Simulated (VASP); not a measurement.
# CaAlO4 (F-43m) in VASP: single point with PBE

Aim: the single point of CaAlO4 with PBE.

All numbers are computed with VASP 6.6.1; they aren't measurements. Logs are shortened: lines on timing, memory, paths and dates and some standing lists are left out, and cuts for length are marked.

## 1. The cell of the first run

Symmetry: F-43m, No. 216, cubic system. The conventional cell has a = 6.543 Å, b = 6.543 Å, c = 6.543 Å, α = 90.00°, β = 90.00°, γ = 90.00°. Ca (site symmetry -43m) has 12 O at 2.71 Å and 4 Al at 2.83 Å within 3.6 Å. Within 3.6 Å of Al (site symmetry -43m) lie 12 O at 2.71 Å and 4 Ca at 2.83 Å. O (site symmetry 3m) has 6 O at 2.30 to 2.33 Å and 3 Al at 2.71 Å and 3 Ca at 2.71 Å within 3.0 Å.

## 2. Single point, PBE

The input, INCAR:

```
SYSTEM = CaAlO4
PREC     = Accurate       ! precision mode
ENCUT    = 520            ! plane-wave cutoff, eV
EDIFF    = 1E-6           ! SCF threshold, eV
ISMEAR   = 0              ! smearing method
SIGMA    = 0.1            ! smearing width, eV
LREAL    = .False.        ! projectors in reciprocal space
LASPH    = .True.         ! aspherical terms in the spheres
NELM     = 60             ! most SCF steps
ALGO     = Normal         ! electronic algorithm
ISIF     = 2              ! what is computed and relaxed
LWAVE    = .False.        ! write WAVECAR
LCHARG   = .False.        ! write CHGCAR
GGA      = PE             ! functional
NBANDS   = 28             ! bands
```

The input, KPOINTS:

```
regular mesh
0
Gamma
  4 4 4
  0 0 0
```

The input, POSCAR:

```
CaAlO4
1.0
    0.0000000000      3.2712573000      3.2712573000
    3.2712573000      0.0000000000      3.2712573000
    3.2712573000      3.2712573000      0.0000000000
Ca Al O
1 1 4
Direct
    0.2500000000      0.2500000000      0.2500000000
    0.0000000000      0.0000000000      0.0000000000
    0.1228275900      0.6257241400      0.6257241400
    0.6257241400      0.1228275900      0.6257241400
    0.6257241400      0.6257241400      0.6257241400
    0.6257241400      0.6257241400      0.1228275900
```

Potentials or basis: VASP PAW PBE potentials, release 64 (Ca_sv, Al, O).

Run with:

```bash
cat potpaw_PBE.64/Ca_sv/POTCAR potpaw_PBE.64/Al/POTCAR potpaw_PBE.64/O/POTCAR > POTCAR
mpirun -np 1 vasp_std > vasp.out
```

OUTCAR:

```text
SYSTEM = CaAlO4
   PREC = Accurate
   ENCUT = 520
   EDIFF = 1E-6
   ISMEAR = 0
   LREAL = .False.
   LASPH = .True.
   NELM = 60
   ISIF = 2
   GGA = PE

 ion  position               nearest neighbor table
   1  0.250  0.250  0.250-   2 2.83   2 2.83   2 2.83   2 2.83
   2  0.000  0.000  0.000-   1 2.83   1 2.83   1 2.83   1 2.83
   3  0.123  0.626  0.626-
   4  0.626  0.123  0.626-
   5  0.626  0.626  0.626-
   6  0.626  0.626  0.123-

  LATTYP: Found a face centered cubic cell.
 ALAT       =     6.5425146000

  Lattice vectors:

 A1 = (   0.0000000000,   3.2712573000,   3.2712573000)
 A2 = (   3.2712573000,   0.0000000000,   3.2712573000)
 A3 = (   3.2712573000,   3.2712573000,   0.0000000000)

Analysis of symmetry for initial positions (statically):
=====================================================================
 Subroutine PRICEL returns:
 Original cell was already a primitive cell.

 Routine SETGRP: Setting up the symmetry group for a
 face centered cubic supercell.

 Subroutine GETGRP returns: Found 24 space group operations
 (whereof 24 operations were pure point group operations)
 out of a pool of 48 trial point group operations.

The static configuration has the point symmetry T_d .

Analysis of symmetry for dynamics (positions and initial velocities):
=====================================================================
 Subroutine PRICEL returns:
 Original cell was already a primitive cell.

 Routine SETGRP: Setting up the symmetry group for a
 face centered cubic supercell.

 Subroutine GETGRP returns: Found 24 space group operations
 (whereof 24 operations were pure point group operations)
 out of a pool of 48 trial point group operations.

The dynamic configuration has the point symmetry T_d .

 Subroutine INISYM returns: Found 24 space group operations
 (whereof 24 operations are pure point group operations),
 and found     1 'primitive' translations

----------------------------------------------------------------------------------------

                                     Primitive cell

  volume of cell :      70.0123

  direct lattice vectors                    reciprocal lattice vectors
     0.000000000  3.271257300  3.271257300    -0.152846430  0.152846430  0.152846430
     3.271257300  0.000000000  3.271257300     0.152846430 -0.152846430  0.152846430
     3.271257300  3.271257300  0.000000000     0.152846430  0.152846430 -0.152846430

  length of vectors
     4.626256440  4.626256440  4.626256440     0.264737783  0.264737783  0.264737783

  position of ions in fractional coordinates (direct lattice)
     0.250000000  0.250000000  0.250000000
     0.000000000  0.000000000  0.000000000
     0.122827590  0.625724140  0.625724140
     0.625724140  0.122827590  0.625724140
     0.625724140  0.625724140  0.625724140
     0.625724140  0.625724140  0.122827590

  ion indices of the primitive-cell ions
   primitive index   ion index
                 1           1
                 2           2
                 3           3
                 4           4
                 5           5
                 6           6

----------------------------------------------------------------------------------------

 KPOINTS: regular mesh

Automatic generation of k-mesh.
 Grid dimensions read from file:
 generate k-points for:    4    4    4

 Generating k-lattice:

  Cartesian coordinates                     Fractional coordinates (reciprocal lattice)
    -0.038211608  0.038211608  0.038211608     0.250000000  0.000000000  0.000000000
     0.038211608 -0.038211608  0.038211608     0.000000000  0.250000000  0.000000000
     0.038211608  0.038211608 -0.038211608     0.000000000  0.000000000  0.250000000

  Length of vectors
     0.066184446  0.066184446  0.066184446

  Shift w.r.t. Gamma in fractional coordinates (k-lattice)
     0.000000000  0.000000000  0.000000000

 Subroutine IBZKPT returns following result:
 ===========================================

 Found      8 irreducible k-points:

 Following reciprocal coordinates:
            Coordinates               Weight
  0.000000  0.000000  0.000000      1.000000
  0.250000  0.000000  0.000000      8.000000
  0.500000  0.000000  0.000000      4.000000
  0.250000  0.250000  0.000000      6.000000
  0.500000  0.250000  0.000000     24.000000
 -0.250000  0.250000  0.000000     12.000000
  0.500000  0.500000  0.000000      3.000000
 -0.250000  0.500000  0.250000      6.000000
   k-points           NKPTS =      8   k-points in BZ     NKDIM =      8   number of bands    NBANDS=     28
   number of dos      NEDOS =    301   number of ions     NIONS =      6
   total plane-waves  NPLWV =  46656
   dimension x,y,z NGX =    36 NGY =   36 NGZ =   36
   dimension x,y,z NGXF=    72 NGYF=   72 NGZF=   72
   ions per type =               1   1   4
   NGX,Y,Z   is equivalent  to a cutoff of  12.94, 12.94, 12.94 a.u.
   NGXF,Y,Z  is equivalent  to a cutoff of  25.87, 25.87, 25.87 a.u.
 SYSTEM =  CaAlO4
   PREC   = accura    normal or accurate (medium, high low for compatibility)
   ISTART =      0    job   : 0-new  1-cont  2-samecut
   ICHARG =      2    charge: 1-file 2-atom 10-const
   ISPIN  =      1    spin polarized calculation?
   LNONCOLLINEAR =      F non collinear calculations
   LSORBIT =      F    spin-orbit coupling
   LASPH  =      T    aspherical Exc in radial PAW
   ENCUT  =  520.0 eV  38.22 Ry    6.18 a.u.   8.60  8.60  8.60*2*pi/ulx,y,z
   NELM   =     60;   NELMIN=  2; NELMDL= -5     # of ELM steps
   EDIFF  = 0.1E-05   stopping-criterion for ELM
   LREAL  =      F    real-space projection
   EDIFFG = 0.1E-04   stopping-criterion for IOM
   NSW    =      0    number of steps for IOM
   IBRION =     -1    ionic relax: 0-MD 1-quasi-New 2-CG
   NFREE  =      0    steps in history (QN), initial steepest desc. (CG)
   ISIF   =      2    stress and relaxation
   ISYM   =      2    0-nonsym 1-usesym 2-fastsym
   POTIM  = 0.5000    time-step for ionic-motion
   TEBEG  =    0.0;   TEEND  =   0.0 temperature during run
   PSTRESS=    0.0 pullay stress
   NELECT =      37.0000    total number of electrons
   NUPDOWN=      -1.0000    fix difference up-down
   EMIN   =  10.00;   EMAX   =-10.00  energy-range for DOS
   EFERMI =   0.00;   METHOD = LEGACY
   ISMEAR =     0;   SIGMA  =   0.10  broadening in eV -4-tet -1-fermi 0-gaus
   EFERMI_NEDOS =   21; number of points for ismear=-14 and -15
   IALGO  =     38    algorithm
   IMIX   =      4    mixing-type and parameters
     AMIX     =   0.40;   BMIX     =  1.00
     AMIX_MAG =   1.60;   BMIX_MAG =  1.00
  volume/ion in A,a.u.               =      11.67        78.74
  Fermi-wavevector in a.u.,A,eV,Ry     =   1.323582  2.501206 23.835613  1.751868
  Thomas-Fermi vector in A             =   2.453179
   LORBIT       =      0    0 simple, 1 ext, 2 COOP (PROOUT), +10 PAW based schemes
   GGA     = PE    functional components
   LHFCALC =     F    Hartree Fock is set to
   AEXX    =    0.0000 exact exchange contribution
   IVDW    =     0    specifies the selected vdW correction
   LEPSILON=     F    determine dielectric tensor
   LRPA    =     F    only Hartree local field effects (RPA)
 non-spin polarized calculation
 Gauss-broadening in eV      SIGMA  =   0.10
  energy-cutoff  :      520.00
  volume of cell :       70.01
 maximum number of plane-waves:      1893
 NGX is ok and might be reduce to    36
   NGX = 17   NGY = 17   NGZ = 17

 number of electron      36.9999987 magnetization

 Free energy of the ion-electron system (eV)
  ---------------------------------------------------
  ext. energy  EPLUGINS =         0.00000000
  ---------------------------------------------------
  free energy    TOTEN  =       -24.67248425 eV

  energy without entropy =      -24.63326940  energy(sigma->0) =      -24.65287683

 E-fermi :   4.1807     XC(G=0): -10.8596

 val. band max:        4.1730825506   @ k =   0.5000   0.0000   0.0000
 cond. band min:       4.2757747247   @ k =   0.2500   0.0000   0.0000
 fundamental gap:      0.1026921740
 Fermi energy:         4.1807088456

 k-point     1 :       0.0000    0.0000    0.0000
  band No.  band energies     occupation
      1     -35.8983      2.00000
      2     -16.9481      2.00000
      3     -16.9481      2.00000
      4     -16.9481      2.00000
      5     -14.9647      2.00000
      6     -12.0395      2.00000
[... 20 lines left out ...]
     27      11.9577      0.00000
     28      11.9577      0.00000

 k-point     2 :       0.2500    0.0000    0.0000
  band No.  band energies     occupation
      1     -35.8970      2.00000
      2     -17.0456      2.00000
      3     -16.9519      2.00000
      4     -16.9519      2.00000
      5     -14.6096      2.00000
      6     -12.4519      2.00000
[... 20 lines left out ...]
     27      11.6644      0.00000
     28      12.0814      0.00000

 k-point     3 :       0.5000    0.0000    0.0000
  band No.  band energies     occupation
      1     -35.8956      2.00000
      2     -17.1274      2.00000
      3     -16.9557      2.00000
      4     -16.9557      2.00000
      5     -14.1034      2.00000
      6     -13.0214      2.00000
[... 20 lines left out ...]
     27      10.0998      0.00000
     28      12.2200      0.00000

 k-point     4 :       0.2500    0.2500    0.0000
  band No.  band energies     occupation
      1     -35.8965      2.00000
      2     -17.0354      2.00000
      3     -16.9679      2.00000
      4     -16.9679      2.00000
      5     -14.5119      2.00000
      6     -12.5956      2.00000
[... 20 lines left out ...]
     27      11.5523      0.00000
     28      12.1125      0.00000

 k-point     5 :       0.5000    0.2500    0.0000
  band No.  band energies     occupation
      1     -35.8952      2.00000
      2     -17.0855      2.00000
      3     -16.9922      2.00000
      4     -16.9720      2.00000
      5     -13.9993      2.00000
      6     -13.1445      2.00000
[... 20 lines left out ...]
     27      10.6983      0.00000
     28      11.5149      0.00000

 k-point     6 :      -0.2500    0.2500    0.0000
  band No.  band energies     occupation
      1     -35.8956      2.00000
      2     -17.0796      2.00000
      3     -16.9954      2.00000
      4     -16.9560      2.00000
      5     -14.1808      2.00000
      6     -12.9227      2.00000
[... 20 lines left out ...]
     27      11.3201      0.00000
     28      11.4883      0.00000

 k-point     7 :       0.5000    0.5000    0.0000
  band No.  band energies     occupation
      1     -35.8948      2.00000
      2     -17.0815      2.00000
      3     -16.9881      2.00000
      4     -16.9881      2.00000
      5     -13.7475      2.00000
      6     -13.4750      2.00000
[... 20 lines left out ...]
     27      10.3168      0.00000
     28      11.6503      0.00000

 k-point     8 :      -0.2500    0.5000    0.2500
  band No.  band energies     occupation
      1     -35.8948      2.00000
      2     -17.0626      2.00000
      3     -17.0065      2.00000
      4     -16.9993      2.00000
      5     -13.6748      2.00000
      6     -13.4754      2.00000
[... 20 lines left out ...]
     27      10.5722      0.00000
     28      10.8932      0.00000

------------------------ aborting loop because EDIFF is reached ----------------------------------------

  FORCE on cell =-STRESS in cart. coord.  units (eV):
  Direction    XX          YY          ZZ          XY          YZ          ZX
  --------------------------------------------------------------------------------------
  -------------------------------------------------------------------------------------
  Total       -1.6551473     -1.6551473     -1.6551473     -0.0000000      0.0000000      0.0000000
  in kB      -37.8767861    -37.8767861    -37.8767861     -0.0000000      0.0000000      0.0000000
  external PRESSURE =     -37.8767861 kB  Pullay stress =       0.0000000 kB

 VOLUME and BASIS-vectors are now :
 -----------------------------------------------------------------------------
  energy-cutoff  :      520.00
  volume of cell :       70.01
      direct lattice vectors                 reciprocal lattice vectors
     0.000000000  3.271257300  3.271257300    -0.152846430  0.152846430  0.152846430
     3.271257300  0.000000000  3.271257300     0.152846430 -0.152846430  0.152846430
     3.271257300  3.271257300  0.000000000     0.152846430  0.152846430 -0.152846430

 POSITION                                       TOTAL-FORCE (eV/Angst)
 -----------------------------------------------------------------------------------
      1.63563      1.63563      1.63563        -0.000000     -0.000000     -0.000000
      0.00000      0.00000      0.00000        -0.000000     -0.000000     -0.000000
      4.09381      2.44871      2.44871         0.272007     -0.272007     -0.272007
      2.44871      4.09381      2.44871        -0.272007      0.272007     -0.272007
      4.09381      4.09381      4.09381         0.272007      0.272007      0.272007
      2.44871      2.44871      4.09381        -0.272007     -0.272007      0.272007
 -----------------------------------------------------------------------------------
    total drift:                               -0.000078     -0.000078     -0.000078

  FREE ENERGIE OF THE ION-ELECTRON SYSTEM (eV)
  ---------------------------------------------------
  free  energy   TOTEN  =       -24.6724842536 eV

  energy  without entropy=      -24.6332694028  energy(sigma->0) =      -24.65287683
```

Run time: 21 s. Hardware: 1 thread of AMD EPYC 7R13 (Zen 3), shared host; peak memory 0.18 GiB.

What came out:

```
Free energy   : -24.6725 eV
Pressure      : -3.8 GPa
Largest force : 0.471 eV/Å
```

Forces in eV/Å, atoms in the order of the input:
```
Ca   0.000  0.000  0.000
Al   0.000  0.000  0.000
O    0.272 -0.272 -0.272
O   -0.272  0.272 -0.272
O    0.272  0.272  0.272
O   -0.272 -0.272  0.272
```

Levels at points of the mesh, in eV from the Fermi level:
| k point | band 14 | band 15 | band 16 | band 17 | band 18 | band 19 | band 20 | band 21 | band 22 | band 23 |
| --- | --- | --- | --- | --- | --- | --- | --- | --- | --- | --- |
| (0.00, 0.00, 0.00) | -3.77 | -2.69 | -0.03 | -0.03 | -0.03 | 0.70 | 0.70 | 0.70 | 2.96 | 2.96 |
| (0.50, 0.00, 0.00) | -2.69 | -2.02 | -2.02 | -1.79 | -0.38 | -0.01 | 0.65 | 0.65 | 3.36 | 3.75 |
| (0.50, 0.50, 0.00) | -2.73 | -2.16 | -1.93 | -1.81 | -1.81 | 0.55 | 0.55 | 0.66 | 3.34 | 3.34 |

Caveat: the k points lie up to 0.42 Å⁻¹ apart; an odd number of electrons without spin polarisation forces a metal; a magnetic or distorted state may lie lower.
